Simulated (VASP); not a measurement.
# TiC (Fm-3m) in VASP: notebook

The runs below take TiC through single point, with PBEsol.

Everything below comes from runs of VASP 6.6.1. Logs are shortened: lines on timing, memory, paths and dates and some standing lists are left out, and cuts for length are marked.

### Step 1. The cell of the first run

It takes space group Fm-3m (No. 225, cubic). Conventional cell: a = 4.319 Å, b = 4.319 Å, c = 4.319 Å, α = 90.00°, β = 90.00°, γ = 90.00°. Ti (site symmetry m-3m) has 6 C at 2.16 Å within 2.9 Å. C (site symmetry m-3m) has 6 Ti at 2.16 Å within 2.9 Å.

### Step 2. Single point, PBEsol

Input file INCAR:

```
SYSTEM = TiC
PREC = Accurate
ENCUT = 600
EDIFF = 1E-6
ISMEAR = -1
SIGMA = 0.15
LREAL = .FALSE.
LASPH = .TRUE.
NELM = 120
ALGO = Normal
ISIF = 2
LWAVE = .FALSE.
LCHARG = .FALSE.
GGA = PS
NBANDS = 15
GGA_COMPAT = .FALSE.
```

Input file KPOINTS:

```
regular mesh
0
G
  11 11 11
  0 0 0
```

Input file POSCAR:

```
TiC
1.0
    0.0000000000      2.1593000000      2.1593000000
    2.1593000000      0.0000000000      2.1593000000
    2.1593000000      2.1593000000      0.0000000000
Ti C
1 1
Direct
    0.0000000000      0.0000000000      0.0000000000
    0.5000000000      0.5000000000      0.5000000000
```

Potentials or basis: VASP PAW PBE potentials, release 64 (Ti_sv, C).

On the command line:

```bash
$ cat potpaw_PBE.64/Ti_sv/POTCAR potpaw_PBE.64/C/POTCAR > POTCAR
$ mpirun -np 1 vasp_std > vasp.out
```

OUTCAR:

```text
SYSTEM = TiC
   PREC = Accurate
   ENCUT = 600
   EDIFF = 1E-6
   ISMEAR = -1
   LREAL = .FALSE.
   LASPH = .TRUE.
   NELM = 120
   ISIF = 2
   GGA = PS

 ion  position               nearest neighbor table
   1  0.000  0.000  0.000-   2 2.16   2 2.16   2 2.16   2 2.16   2 2.16   2 2.16
   2  0.500  0.500  0.500-   1 2.16   1 2.16   1 2.16   1 2.16   1 2.16   1 2.16

  LATTYP: Found a face centered cubic cell.
 ALAT       =     4.3186000000

  Lattice vectors:

 A1 = (   0.0000000000,   2.1593000000,   2.1593000000)
 A2 = (   2.1593000000,   0.0000000000,   2.1593000000)
 A3 = (   2.1593000000,   2.1593000000,   0.0000000000)

Analysis of symmetry for initial positions (statically):
=====================================================================
 Subroutine PRICEL returns:
 Original cell was already a primitive cell.

 Routine SETGRP: Setting up the symmetry group for a
 face centered cubic supercell.

 Subroutine GETGRP returns: Found 48 space group operations
 (whereof 48 operations were pure point group operations)
 out of a pool of 48 trial point group operations.

The static configuration has the point symmetry O_h .

Analysis of symmetry for dynamics (positions and initial velocities):
=====================================================================
 Subroutine PRICEL returns:
 Original cell was already a primitive cell.

 Routine SETGRP: Setting up the symmetry group for a
 face centered cubic supercell.

 Subroutine GETGRP returns: Found 48 space group operations
 (whereof 48 operations were pure point group operations)
 out of a pool of 48 trial point group operations.

The dynamic configuration has the point symmetry O_h .

 Subroutine INISYM returns: Found 48 space group operations
 (whereof 48 operations are pure point group operations),
 and found     1 'primitive' translations

----------------------------------------------------------------------------------------

                                     Primitive cell

  volume of cell :      20.1358

  direct lattice vectors                    reciprocal lattice vectors
     0.000000000  2.159300000  2.159300000    -0.231556523  0.231556523  0.231556523
     2.159300000  0.000000000  2.159300000     0.231556523 -0.231556523  0.231556523
     2.159300000  2.159300000  0.000000000     0.231556523  0.231556523 -0.231556523

  length of vectors
     3.053711345  3.053711345  3.053711345     0.401067663  0.401067663  0.401067663

  position of ions in fractional coordinates (direct lattice)
     0.000000000  0.000000000  0.000000000
     0.500000000  0.500000000  0.500000000

  ion indices of the primitive-cell ions
   primitive index   ion index
                 1           1
                 2           2

----------------------------------------------------------------------------------------

 KPOINTS: regular mesh

Automatic generation of k-mesh.
 Grid dimensions read from file:
 generate k-points for:   11   11   11

 Generating k-lattice:

  Cartesian coordinates                     Fractional coordinates (reciprocal lattice)
    -0.021050593  0.021050593  0.021050593     0.090909091  0.000000000  0.000000000
     0.021050593 -0.021050593  0.021050593     0.000000000  0.090909091  0.000000000
     0.021050593  0.021050593 -0.021050593     0.000000000  0.000000000  0.090909091

  Length of vectors
     0.036460697  0.036460697  0.036460697

  Shift w.r.t. Gamma in fractional coordinates (k-lattice)
     0.000000000  0.000000000  0.000000000

 Subroutine IBZKPT returns following result:
 ===========================================

 Found     56 irreducible k-points:

 Following reciprocal coordinates:
            Coordinates               Weight
  0.000000  0.000000  0.000000      1.000000
  0.090909  0.000000  0.000000      8.000000
  0.181818  0.000000  0.000000      8.000000
  0.272727  0.000000  0.000000      8.000000
  0.363636  0.000000  0.000000      8.000000
  0.454545  0.000000  0.000000      8.000000
[... 16 lines left out ...]
 -0.272727  0.181818  0.000000     24.000000
 -0.181818  0.181818  0.000000     12.000000
 [... further k-points ...]
   k-points           NKPTS =     56   k-points in BZ     NKDIM =     56   number of bands    NBANDS=     15
   number of dos      NEDOS =    301   number of ions     NIONS =      2
   total plane-waves  NPLWV =  13824
   dimension x,y,z NGX =    24 NGY =   24 NGZ =   24
   dimension x,y,z NGXF=    48 NGYF=   48 NGZF=   48
   ions per type =               1   1
   NGX,Y,Z   is equivalent  to a cutoff of  13.07, 13.07, 13.07 a.u.
   NGXF,Y,Z  is equivalent  to a cutoff of  26.13, 26.13, 26.13 a.u.
 SYSTEM =  TiC
   PREC   = accura    normal or accurate (medium, high low for compatibility)
   ISTART =      0    job   : 0-new  1-cont  2-samecut
   ICHARG =      2    charge: 1-file 2-atom 10-const
   ISPIN  =      1    spin polarized calculation?
   LNONCOLLINEAR =      F non collinear calculations
   LSORBIT =      F    spin-orbit coupling
   LASPH  =      T    aspherical Exc in radial PAW
   ENCUT  =  600.0 eV  44.10 Ry    6.64 a.u.   6.10  6.10  6.10*2*pi/ulx,y,z
   NELM   =    120;   NELMIN=  2; NELMDL= -5     # of ELM steps
   EDIFF  = 0.1E-05   stopping-criterion for ELM
   LREAL  =      F    real-space projection
[... 7 lines left out ...]
   TEBEG  =    0.0;   TEEND  =   0.0 temperature during run
   PSTRESS=    0.0 pullay stress
   NELECT =      16.0000    total number of electrons
   NUPDOWN=      -1.0000    fix difference up-down
   EMIN   =  10.00;   EMAX   =-10.00  energy-range for DOS
   EFERMI =   0.00;   METHOD = LEGACY
   ISMEAR =    -1;   SIGMA  =   0.15  broadening in eV -4-tet -1-fermi 0-gaus
   EFERMI_NEDOS =   21; number of points for ismear=-14 and -15
   IALGO  =     38    algorithm
   IMIX   =      4    mixing-type and parameters
     AMIX     =   0.40;   BMIX     =  1.00
     AMIX_MAG =   1.60;   BMIX_MAG =  1.00
  volume/ion in A,a.u.               =      10.07        67.94
  Fermi-wavevector in a.u.,A,eV,Ry     =   1.516323  2.865436 31.283015  2.299237
  Thomas-Fermi vector in A             =   2.625728
   LORBIT       =      0    0 simple, 1 ext, 2 COOP (PROOUT), +10 PAW based schemes
   GGA     = PS    functional components
   LHFCALC =     F    Hartree Fock is set to
   AEXX    =    0.0000 exact exchange contribution
   IVDW    =     0    specifies the selected vdW correction
   LEPSILON=     F    determine dielectric tensor
   LRPA    =     F    only Hartree local field effects (RPA)
 non-spin polarized calculation
  energy-cutoff  :      600.00
  volume of cell :       20.14
 maximum number of plane-waves:       684
   NGX = 13   NGY = 13   NGZ = 13

 number of electron      16.0000002 magnetization

 Free energy of the ion-electron system (eV)
  ---------------------------------------------------
  ext. energy  EPLUGINS =         0.00000000
  ---------------------------------------------------
  free energy    TOTEN  =       -19.80971814 eV

  energy without entropy =      -19.78472065  energy(sigma->0) =      -19.79721940

 E-fermi :   9.3992     XC(G=0): -12.9064

 val. band max:        9.3497863203   @ k =   0.4545   0.4545   0.0000
 cond. band min:       9.5492983347   @ k =   0.3636   0.2727   0.0000
 fundamental gap:      0.1995120144
 Fermi energy:         9.3992481580

 k-point     1 :       0.0000    0.0000    0.0000
  band No.  band energies     occupation
      1     -46.8952      2.00000
      2     -23.0177      2.00000
      3     -23.0177      2.00000
      4     -23.0177      2.00000
      5      -3.0040      2.00000
      6      10.0744      0.02195
      7      10.0744      0.02195
      8      10.0744      0.02195
      9      11.1188      0.00002
     10      11.1188      0.00002
     11      11.1188      0.00002
     12      11.1527      0.00002
     13      11.1527      0.00002
     14      20.0124      0.00000
     15      23.3682      0.00000

 k-point     2 :       0.0909    0.0000    0.0000
  band No.  band energies     occupation
      1     -46.8891      2.00000
      2     -23.0610      2.00000
      3     -23.0218      2.00000
      4     -23.0218      2.00000
      5      -2.8146      2.00000
      6       9.2645      1.42120
      7       9.5604      0.50914
      8       9.5604      0.50914
      9      10.4201      0.00221
     10      10.4201      0.00221
     11      11.5072      0.00000
     12      12.6421      0.00000
     13      12.6421      0.00000
     14      20.3310      0.00000
     15      23.4484      0.00000

 k-point     3 :       0.1818    0.0000    0.0000
  band No.  band energies     occupation
      1     -46.8725      2.00000
      2     -23.1755      2.00000
      3     -23.0326      2.00000
      4     -23.0326      2.00000
      5      -2.2708      2.00000
      6       7.8198      1.99995
      7       8.4188      1.99710
      8       8.4188      1.99710
      9      10.7652      0.00022
     10      10.7652      0.00022
     11      11.9440      0.00000
     12      14.2151      0.00000
     13      14.2151      0.00000
     14      20.8384      0.00000
     15      23.4796      0.00000
[... 343 lines left out ...]
 k-point    23 :      -0.2727    0.1818    0.0000
  band No.  band energies     occupation
      1     -46.8249      2.00000
      2     -23.3907      2.00000
      3     -23.1719      2.00000
      4     -23.0575      2.00000
      5      -0.4924      2.00000
      6       5.1389      2.00000
      7       6.8546      2.00000
      8       6.8848      2.00000
      9      11.4284      0.00000
     10      12.4161      0.00000
     11      13.2318      0.00000
     12      14.6258      0.00000
     13      17.4583      0.00000
     14      20.4981      0.00000
     15      23.0577      0.00000

 k-point    24 :      -0.1818    0.1818    0.0000
  band No.  band energies     occupation
      1     -46.8435      2.00000
      2     -23.3052      2.00000
      3     -23.1308      2.00000
      4     -23.0384      2.00000
      5      -1.2509      2.00000
      6       6.1330      2.00000
      7       7.2249      2.00000
      8       7.4313      2.00000
      9      10.9481      0.00007
     10      12.0977      0.00000
     11      13.0262      0.00000
     12      13.8480      0.00000
     13      16.7830      0.00000
     14      21.2504      0.00000
     15      22.9302      0.00000

 [... further k-points ...]
[... 5 lines left out ...]
  --------------------------------------------------------------------------------------
  -------------------------------------------------------------------------------------
  Total       -0.5429356     -0.5429356     -0.5429356     -0.0000000      0.0000000     -0.0000000
  in kB      -43.2006173    -43.2006173    -43.2006173     -0.0000000      0.0000000     -0.0000000
  external PRESSURE =     -43.2006173 kB  Pullay stress =       0.0000000 kB

 VOLUME and BASIS-vectors are now :
 -----------------------------------------------------------------------------
  energy-cutoff  :      600.00
  volume of cell :       20.14
      direct lattice vectors                 reciprocal lattice vectors
     0.000000000  2.159300000  2.159300000    -0.231556523  0.231556523  0.231556523
     2.159300000  0.000000000  2.159300000     0.231556523 -0.231556523  0.231556523
     2.159300000  2.159300000  0.000000000     0.231556523  0.231556523 -0.231556523

 POSITION                                       TOTAL-FORCE (eV/Angst)
 -----------------------------------------------------------------------------------
      0.00000      0.00000      0.00000        -0.000000     -0.000000      0.000000
      2.15930      2.15930      2.15930         0.000000      0.000000      0.000000
 -----------------------------------------------------------------------------------
    total drift:                                0.000000     -0.000000     -0.000000

  FREE ENERGIE OF THE ION-ELECTRON SYSTEM (eV)
  ---------------------------------------------------
  free  energy   TOTEN  =       -19.8097181382 eV

  energy  without entropy=      -19.7847206528  energy(sigma->0) =      -19.79721940
```

Run time: 14 s. Hardware: 1 thread of Intel Xeon Platinum 8488C (Sapphire Rapids), shared host; peak memory 0.15 GiB.

What came out:

```
Free energy            : -19.8097 eV
Pressure               : -4.3 GPa
Band gap on the k mesh : zero (band 8 reaches 10.07 eV, above the bottom of band 9 at 8.99 eV)
```

Levels at points of the mesh, in eV from the Fermi level:
| k point | band 6 | band 7 | band 8 | band 9 | band 10 | band 11 |
| --- | --- | --- | --- | --- | --- | --- |
| (0.00, 0.00, 0.00) | 0.68 | 0.68 | 0.68 | 1.72 | 1.72 | 1.72 |

Caveat: the PAW data sets were made with another functional, which shifts forces and pressure a little.

[end of part 1 of 2]
